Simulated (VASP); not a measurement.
# Mo (Fm-3m) in VASP: notebook

Runs on Mo. Level: PBE. Tasks: single point, relaxation of cell and atoms.

All numbers are computed with VASP 6.6.1; they aren't measurements. Logs are shortened: lines on timing, memory, paths and dates and some standing lists are left out, and cuts for length are marked.

## 1. The cell of the first run

The structure is cubic, space group Fm-3m (No. 225). The conventional cell has a = 4.107 Å, b = 4.107 Å, c = 4.107 Å, α = 90.00°, β = 90.00°, γ = 90.00°. Mo (site symmetry m-3m) has 12 Mo at 2.90 Å within 3.8 Å.

## 2. Single point, PBE (volume scaled by 1.08)

Input file INCAR:

```
SYSTEM = Mo
  PREC = Accurate
  ENCUT = 520
  EDIFF = 1E-6
  ISMEAR = -1
  SIGMA = 0.1
  LREAL = .False.
  LASPH = .True.
  NELM = 80
  ALGO = Normal
  ISIF = 2
  LWAVE = .False.
  LCHARG = .True.
  GGA = PE
  LELF = .True.
  LVHAR = .True.
  NBANDS = 13
```

Input file KPOINTS:

```
Automatic mesh
0
Gamma
  15 15 15
  0 0 0
```

Input file POSCAR:

```
Mo
1.0
    0.0000000000      2.0535328283      2.0535328283
    2.0535328283      0.0000000000      2.0535328283
    2.0535328283      2.0535328283      0.0000000000
Mo
1
Direct
    0.0000000000      0.0000000000      0.0000000000
```

Potentials or basis: VASP PAW PBE potentials, release 64 (Mo_sv).

Launch:

```bash
> cat potpaw_PBE.64/Mo_sv/POTCAR > POTCAR
> mpirun -np 1 vasp_std > vasp.out
```

OUTCAR:

```text
SYSTEM = Mo
   PREC = Accurate
   ENCUT = 520
   EDIFF = 1E-6
   ISMEAR = -1
   LREAL = .False.
   LASPH = .True.
   NELM = 80
   ISIF = 2
   GGA = PE

 ion  position               nearest neighbor table
   1  0.000  0.000  0.000-

  LATTYP: Found a face centered cubic cell.
 ALAT       =     4.1070656566

  Lattice vectors:

 A1 = (   0.0000000000,   2.0535328283,   2.0535328283)
 A2 = (   2.0535328283,   0.0000000000,   2.0535328283)
 A3 = (   2.0535328283,   2.0535328283,   0.0000000000)

Analysis of symmetry for initial positions (statically):
=====================================================================
 Subroutine PRICEL returns:
 Original cell was already a primitive cell.

 Routine SETGRP: Setting up the symmetry group for a
 face centered cubic supercell.

 Subroutine GETGRP returns: Found 48 space group operations
 (whereof 48 operations were pure point group operations)
 out of a pool of 48 trial point group operations.

The static configuration has the point symmetry O_h .

Analysis of symmetry for dynamics (positions and initial velocities):
=====================================================================
 Subroutine PRICEL returns:
 Original cell was already a primitive cell.

 Routine SETGRP: Setting up the symmetry group for a
 face centered cubic supercell.

 Subroutine GETGRP returns: Found 48 space group operations
 (whereof 48 operations were pure point group operations)
 out of a pool of 48 trial point group operations.

The dynamic configuration has the point symmetry O_h .

 Subroutine INISYM returns: Found 48 space group operations
 (whereof 48 operations are pure point group operations),
 and found     1 'primitive' translations

----------------------------------------------------------------------------------------

                                     Primitive cell

  volume of cell :      17.3195

  direct lattice vectors                    reciprocal lattice vectors
     0.000000000  2.053532828  2.053532828    -0.243482838  0.243482838  0.243482838
     2.053532828  0.000000000  2.053532828     0.243482838 -0.243482838  0.243482838
     2.053532828  2.053532828  0.000000000     0.243482838  0.243482838 -0.243482838

  length of vectors
     2.904133977  2.904133977  2.904133977     0.421724645  0.421724645  0.421724645

  position of ions in fractional coordinates (direct lattice)
     0.000000000  0.000000000  0.000000000

  ion indices of the primitive-cell ions
   primitive index   ion index
                 1           1

[... 75 lines left out ...]
   IBRION =     -1    ionic relax: 0-MD 1-quasi-New 2-CG
   NFREE  =      0    steps in history (QN), initial steepest desc. (CG)
   ISIF   =      2    stress and relaxation
   ISYM   =      2    0-nonsym 1-usesym 2-fastsym
   POTIM  = 0.5000    time-step for ionic-motion
   TEBEG  =    0.0;   TEEND  =   0.0 temperature during run
   PSTRESS=    0.0 pullay stress
   NELECT =      14.0000    total number of electrons
   NUPDOWN=      -1.0000    fix difference up-down
   EMIN   =  10.00;   EMAX   =-10.00  energy-range for DOS
   EFERMI =   0.00;   METHOD = LEGACY
   ISMEAR =    -1;   SIGMA  =   0.10  broadening in eV -4-tet -1-fermi 0-gaus
   EFERMI_NEDOS =   21; number of points for ismear=-14 and -15
   IALGO  =     38    algorithm
   IMIX   =      4    mixing-type and parameters
     AMIX     =   0.40;   BMIX     =  1.00
     AMIX_MAG =   1.60;   BMIX_MAG =  1.00
  volume/ion in A,a.u.               =      17.32       116.88
  Fermi-wavevector in a.u.,A,eV,Ry     =   1.525009  2.881850 31.642440  2.325654
  Thomas-Fermi vector in A             =   2.633238
   LORBIT       =      0    0 simple, 1 ext, 2 COOP (PROOUT), +10 PAW based schemes
   GGA     = PE    functional components
   LHFCALC =     F    Hartree Fock is set to
   AEXX    =    0.0000 exact exchange contribution
   IVDW    =     0    specifies the selected vdW correction
   LEPSILON=     F    determine dielectric tensor
   LRPA    =     F    only Hartree local field effects (RPA)
 non-spin polarized calculation
  energy-cutoff  :      520.00
  volume of cell :       17.32
 maximum number of plane-waves:       489
 NGX is ok and might be reduce to    24
   NGX = 11   NGY = 11   NGZ = 11

 number of electron      13.9999999 magnetization

 Free energy of the ion-electron system (eV)
  ---------------------------------------------------
  ext. energy  EPLUGINS =         0.00000000
  ---------------------------------------------------
  free energy    TOTEN  =       -10.47137898 eV

  energy without entropy =      -10.42420747  energy(sigma->0) =      -10.44779323

 E-fermi :  10.6350     XC(G=0): -12.8046

 val. band max:       10.5434338799   @ k =   0.4000   0.1333   0.0667
 cond. band min:      10.6407119434   @ k =   0.4000   0.1333   0.0000
 fundamental gap:      0.0972780634
 Fermi energy:        10.6349621313

 k-point     1 :       0.0000    0.0000    0.0000
  band No.  band energies     occupation
      1     -50.1373      2.00000
      2     -23.6246      2.00000
      3     -23.6246      2.00000
      4     -23.6246      2.00000
      5       4.1426      2.00000
      6      10.0164      1.99589
      7      10.0164      1.99589
      8      10.0164      1.99589
      9      12.4017      0.00000
     10      12.4017      0.00000
     11      23.6674      0.00000
     12      28.5522      0.00000
     13      28.5522      0.00000
[... 354 lines left out ...]
  band No.  band energies     occupation
      1     -50.0804      2.00000
      2     -23.9148      2.00000
      3     -23.7167      2.00000
      4     -23.7083      2.00000
      5       5.4992      2.00000
      6       9.0005      2.00000
      7      10.6684      0.83451
      8      10.7748      0.39609
      9      11.4455      0.00060
     10      12.7970      0.00000
     11      26.1020      0.00000
     12      26.5068      0.00000
     13      29.2017      0.00000

 [... further k-points ...]
[... 5 lines left out ...]
  --------------------------------------------------------------------------------------
  -------------------------------------------------------------------------------------
  Total       -1.6349597     -1.6349597     -1.6349597      0.0000000      0.0000000      0.0000000
  in kB     -151.2455779   -151.2455779   -151.2455779      0.0000000      0.0000000      0.0000000
  external PRESSURE =    -151.2455779 kB  Pullay stress =       0.0000000 kB

 VOLUME and BASIS-vectors are now :
 -----------------------------------------------------------------------------
  energy-cutoff  :      520.00
  volume of cell :       17.32
      direct lattice vectors                 reciprocal lattice vectors
     0.000000000  2.053532828  2.053532828    -0.243482838  0.243482838  0.243482838
     2.053532828  0.000000000  2.053532828     0.243482838 -0.243482838  0.243482838
     2.053532828  2.053532828  0.000000000     0.243482838  0.243482838 -0.243482838

 POSITION                                       TOTAL-FORCE (eV/Angst)
 -----------------------------------------------------------------------------------
      0.00000      0.00000      0.00000         0.000000      0.000000      0.000000
 -----------------------------------------------------------------------------------
    total drift:                               -0.000000      0.000000      0.000000

  FREE ENERGIE OF THE ION-ELECTRON SYSTEM (eV)
  ---------------------------------------------------
  free  energy   TOTEN  =       -10.4713789843 eV

  energy  without entropy=      -10.4242074666  energy(sigma->0) =      -10.44779323
```

Wall time 31 s (1 thread of Intel Xeon 8259CL, shared host); peak memory 0.15 GiB.

What came out:

```
Free energy            : -10.4714 eV
Pressure               : -15.1 GPa
Band gap on the k mesh : zero (band 7 reaches 14.05 eV, above the bottom of band 8 at 10.02 eV)
```

Levels at points of the mesh, in eV from the Fermi level:
```
           k point  band 5  band 6  band 7  band 8  band 9  band 10
(0.00, 0.00, 0.00)   -6.49   -0.62   -0.62   -0.62    1.77     1.77
```

Caveat: the cell differs from its parent crystal (volume scaled by 1.08).

## 3. Single point, PBE (volume scaled by 1.12)

Input file INCAR:

```
SYSTEM = Mo
PREC = Accurate
ENCUT = 520
EDIFF = 1E-6
ISMEAR = -1
SIGMA = 0.1
LREAL = .False.
LASPH = .True.
NELM = 60
ALGO = Normal
ISIF = 2
LWAVE = .False.
LCHARG = .False.
GGA = PE
NBANDS = 13
```

KPOINTS is that of step 2.

Input file POSCAR:

```
Mo
1.0
    0.0000000000      2.0785783799      2.0785783799
    2.0785783799      0.0000000000      2.0785783799
    2.0785783799      2.0785783799      0.0000000000
Mo
1
Direct
    0.0000000000      0.0000000000      0.0000000000
```

Potentials or basis: VASP PAW PBE potentials, release 64 (Mo_sv).

Launch:

```bash
> cat potpaw_PBE.64/Mo_sv/POTCAR > POTCAR
> mpirun -np 1 vasp_std > vasp.out
```

Wall time 31 s (1 thread of Intel Xeon 8259CL, shared host); peak memory 0.16 GiB.

The run converged. Its results:

- Free energy: -10.3991 eV
- Pressure: -20.9 GPa
- Band gap on the k mesh: zero (band 7 reaches 13.37 eV, above the bottom of band 8 at 9.54 eV)

Levels at points of the mesh, in eV from the Fermi level:
| k point | band 5 | band 6 | band 7 | band 8 | band 9 | band 10 |
| --- | --- | --- | --- | --- | --- | --- |
| (0.00, 0.00, 0.00) | -6.37 | -0.58 | -0.58 | -0.58 | 1.68 | 1.68 |

Caveat: the cell differs from its parent crystal (volume scaled by 1.12).

## 4. Relaxation of cell and atoms, PBE

This run uses another cell than the first one, of 15.59 Å³/atom, 0.900 times its volume.

Input file INCAR:

```
SYSTEM = Mo
PREC     = Accurate       ! precision mode
ENCUT    = 600            ! plane-wave cutoff, eV
EDIFF    = 1E-6           ! SCF threshold, eV
ISMEAR   = -1             ! smearing method
SIGMA    = 0.1            ! smearing width, eV
LREAL    = .False.        ! projectors in reciprocal space
LASPH    = .True.         ! aspherical terms in the spheres
NELM     = 80             ! most SCF steps
ALGO     = Normal         ! electronic algorithm
ISIF     = 3              ! what is computed and relaxed
LWAVE    = .False.        ! write WAVECAR
LCHARG   = .False.        ! write CHGCAR
GGA      = PE             ! functional
IBRION   = 2              ! ionic algorithm
NSW      = 80             ! ionic steps
EDIFFG   = -0.01          ! ionic threshold
```

Input file KPOINTS:

```
Automatic mesh
0
Gamma
  14 14 14
  0 0 0
```

Input file POSCAR:

```
Mo
1.0
    0.0000000000      1.9826747602      1.9826747602
    1.9826747602      0.0000000000      1.9826747602
    1.9826747602      1.9826747602      0.0000000000
Mo
1
Direct
    0.0000000000      0.0000000000      0.0000000000
```

Launch:

```bash
> cat potpaw_PBE.64/Mo_sv/POTCAR > POTCAR
> mpirun -np 1 vasp_std > vasp.out
```

It took 66 s on 1 thread of Intel Xeon 8259CL, shared host; peak memory 0.16 GiB.

The run converged. Its results:

* Free energy: -10.5328 eV
* Relaxed volume: 16.06 Å³/atom
* Relaxed cell: a = 2.832 Å, b = 2.832 Å, c = 2.832 Å, α = 60.00°, β = 60.00°, γ = 60.00°
* Space group after relaxing (to 0.05 Å): Fm-3m (No. 225)
* Energy gained by relaxing: 10.7 meV/atom
* Ionic steps: 4
* Pressure after relaxing: 0.0 GPa
* Band gap on the k mesh: zero (band 7 reaches 15.72 eV, above the bottom of band 8 at 11.04 eV)

The path:
```tsv
step	energy change (eV)	largest force (eV/Å)	pressure (GPa)	volume (Å³)
1	0.0000	0.0000	7.49	15.59
2	0.0508	0.0000	-15.03	17.29
3	-0.0107	0.0000	-0.18	16.07
4	-0.0107	0.0000	-0.01	16.06
```

Final structure:
```yaml
crystal:
  lattice:
    - [0.00000, 2.00249, 2.00249]
    - [2.00249, 0.00000, 2.00249]
    - [2.00249, 2.00249, 0.00000]
  atoms:
    - { symbol: Mo, position: [0.00000, 0.00000, 0.00000] }
```

Levels at points of the mesh, in eV from the Fermi level:
```tsv
k point	band 4	band 5	band 6	band 7	band 8	band 9	band 10	band 11
(0.00, 0.00, 0.00)	-34.08	-6.75	-0.73	-0.73	-0.73	1.94	1.94	13.07
(0.50, 0.00, 0.00)	-34.25	-4.61	-0.91	-0.91	1.52	3.99	3.99	11.04
(0.50, 0.50, 0.00)	-34.54	-4.96	-4.28	3.95	3.99	4.57	4.57	12.44
```

## 5. Single point, PBE

This run uses another cell than the first one, of 16.04 Å³/atom, 0.926 times its volume.

Input file INCAR:

```
SYSTEM = Mo
PREC = Accurate
ENCUT = 520
EDIFF = 1E-6
ISMEAR = -1
SIGMA = 0.1
LREAL = .FALSE.
LASPH = .TRUE.
NELM = 60
ALGO = Normal
ISIF = 2
LWAVE = .FALSE.
LCHARG = .TRUE.
GGA = PE
LELF = .TRUE.
LVHAR = .TRUE.
NBANDS = 13
```

Input file KPOINTS:

```
regular mesh
0
G
  22 22 22
  0 0 0
```

Input file POSCAR:

```
Mo
1.0
    0.0000000000      2.0015221387      2.0015221387
    2.0015221387      0.0000000000      2.0015221387
    2.0015221387      2.0015221387      0.0000000000
Mo
1
Direct
    0.0000000000      0.0000000000      0.0000000000
```

Potentials or basis: VASP PAW PBE potentials, release 64 (Mo_sv).

Launch:

```bash
> cat potpaw_PBE.64/Mo_sv/POTCAR > POTCAR
> mpirun -np 1 vasp_std > vasp.out
```

OUTCAR:

```text
SYSTEM = Mo
   PREC = Accurate
   ENCUT = 520
   EDIFF = 1E-6
   ISMEAR = -1
   LREAL = .FALSE.
   LASPH = .TRUE.
   NELM = 60
   ISIF = 2
   GGA = PE

 ion  position               nearest neighbor table
   1  0.000  0.000  0.000-

  LATTYP: Found a face centered cubic cell.
 ALAT       =     4.0030442774

  Lattice vectors:

 A1 = (   0.0000000000,   2.0015221387,   2.0015221387)
 A2 = (   2.0015221387,   0.0000000000,   2.0015221387)
 A3 = (   2.0015221387,   2.0015221387,   0.0000000000)

Analysis of symmetry for initial positions (statically):
=====================================================================
 Subroutine PRICEL returns:
 Original cell was already a primitive cell.

 Routine SETGRP: Setting up the symmetry group for a
 face centered cubic supercell.

 Subroutine GETGRP returns: Found 48 space group operations
 (whereof 48 operations were pure point group operations)
 out of a pool of 48 trial point group operations.

The static configuration has the point symmetry O_h .

Analysis of symmetry for dynamics (positions and initial velocities):
=====================================================================
 Subroutine PRICEL returns:
 Original cell was already a primitive cell.

 Routine SETGRP: Setting up the symmetry group for a
[... 160 lines left out ...]
  band No.  band energies     occupation
      1     -48.9369      2.00000
      2     -22.2825      2.00000
      3     -22.2825      2.00000
      4     -22.2825      2.00000
      5       5.0418      2.00000
      6      11.0637      1.99849
      7      11.0637      1.99849
      8      11.0637      1.99849
      9      13.7363      0.00000
     10      13.7363      0.00000
     11      24.8710      0.00000
     12      30.1229      0.00000
     13      30.1229      0.00000
[... 354 lines left out ...]
  band No.  band energies     occupation
      1     -48.7129      2.00000
      2     -23.5610      2.00000
      3     -22.4728      2.00000
      4     -22.4522      2.00000
      5       7.2547      2.00000
      6      10.8059      1.99989
      7      10.9490      1.99952
      8      13.0056      0.00001
      9      15.6519      0.00000
     10      16.0903      0.00000
     11      22.8865      0.00000
     12      24.8233      0.00000
     13      30.7331      0.00000

 [... further k-points ...]
[... 5 lines left out ...]
  --------------------------------------------------------------------------------------
  -------------------------------------------------------------------------------------
  Total        0.0540056      0.0540056      0.0540056      0.0000000     -0.0000000      0.0000000
  in kB        5.3955802      5.3955802      5.3955802      0.0000000     -0.0000000      0.0000000
  external PRESSURE =       5.3955802 kB  Pullay stress =       0.0000000 kB

 VOLUME and BASIS-vectors are now :
 -----------------------------------------------------------------------------
  energy-cutoff  :      520.00
  volume of cell :       16.04
      direct lattice vectors                 reciprocal lattice vectors
     0.000000000  2.001522139  2.001522139    -0.249809877  0.249809877  0.249809877
     2.001522139  0.000000000  2.001522139     0.249809877 -0.249809877  0.249809877
     2.001522139  2.001522139  0.000000000     0.249809877  0.249809877 -0.249809877

 POSITION                                       TOTAL-FORCE (eV/Angst)
 -----------------------------------------------------------------------------------
      0.00000      0.00000      0.00000         0.000000      0.000000      0.000000
 -----------------------------------------------------------------------------------
    total drift:                                0.000000      0.000000      0.000000

  FREE ENERGIE OF THE ION-ELECTRON SYSTEM (eV)
  ---------------------------------------------------
  free  energy   TOTEN  =       -10.5336879654 eV

  energy  without entropy=      -10.4910040318  energy(sigma->0) =      -10.51234600
```

OSZICAR:

```text
N       E                     dE             d eps       ncg     rms          rms(c)
DAV:   1     0.912308480503E+02    0.91231E+02   -0.80243E+03  8602   0.110E+03
DAV:   2    -0.999012573267E+01   -0.10122E+03   -0.97644E+02  9738   0.308E+02
DAV:   3    -0.111388728585E+02   -0.11487E+01   -0.11443E+01  9508   0.326E+01
DAV:   4    -0.111415031557E+02   -0.26303E-02   -0.26302E-02  9548   0.190E+00
DAV:   5    -0.111415204783E+02   -0.17323E-04   -0.17324E-04  9693   0.137E-01    0.133E+01
DAV:   6    -0.106068553616E+02    0.53467E+00   -0.69757E-01  8758   0.100E+01    0.362E+00
DAV:   7    -0.105373015959E+02    0.69554E-01   -0.12984E-01  9538   0.409E+00    0.797E-01
DAV:   8    -0.105336368588E+02    0.36647E-02   -0.37148E-03  8768   0.769E-01    0.145E-01
DAV:   9    -0.105336767336E+02   -0.39875E-04   -0.91266E-05 10220   0.116E-01    0.676E-02
DAV:  10    -0.105336876627E+02   -0.10929E-04   -0.11699E-05  8838   0.396E-02    0.723E-03
DAV:  11    -0.105336879654E+02   -0.30269E-06   -0.10250E-07  5019   0.334E-03
   1 F= -.10533688E+02 E0= -.10512346E+02  d E =-.426839E-01
```

stdout:

```text
POSCAR found type information on POSCAR Mo
 POSCAR found :  1 types and       1 ions
 scaLAPACK will be used
 LDA part: xc-table for (Slater+PW92), standard interpolation
 POSCAR, INCAR and KPOINTS ok, starting setup
 FFT: planning ... GRIDC
 FFT: planning ... GRID_SOFT
 FFT: planning ... GRID
 WAVECAR not read
 entering main loop
```

It took 79 s on 1 thread of Intel Xeon 8259CL, shared host; peak memory 0.19 GiB.

What came out:

- Free energy: -10.5337 eV
- Pressure: 0.5 GPa
- Band gap on the k mesh: zero (band 7 reaches 15.75 eV, above the bottom of band 8 at 11.06 eV)

## 6. Overview

```tsv
task	cell	k mesh	cutoff (eV)	gap on the mesh (eV)	pressure (GPa)
single point	a = 2.904 Å, angles 60.0°, 1 atom	15 × 15 × 15	520	none	-15.1
single point	a = 2.940 Å, angles 60.0°, 1 atom	15 × 15 × 15	520	none	-20.9
relaxation of cell and atoms	relaxed from a = 2.804 Å, angles 60.0°, 1 atom	14 × 14 × 14	600	none	0.0
single point	a = 2.831 Å, angles 60.0°, 1 atom	22 × 22 × 22	520	none	0.5
```

Alike in all rows: level PBE; potentials or basis VASP PAW PBE potentials, release 64 (Mo_sv); no spin polarisation; smearing fermi-dirac 0.1 eV.

Absolute energies hang on the potentials; compare differences alone.
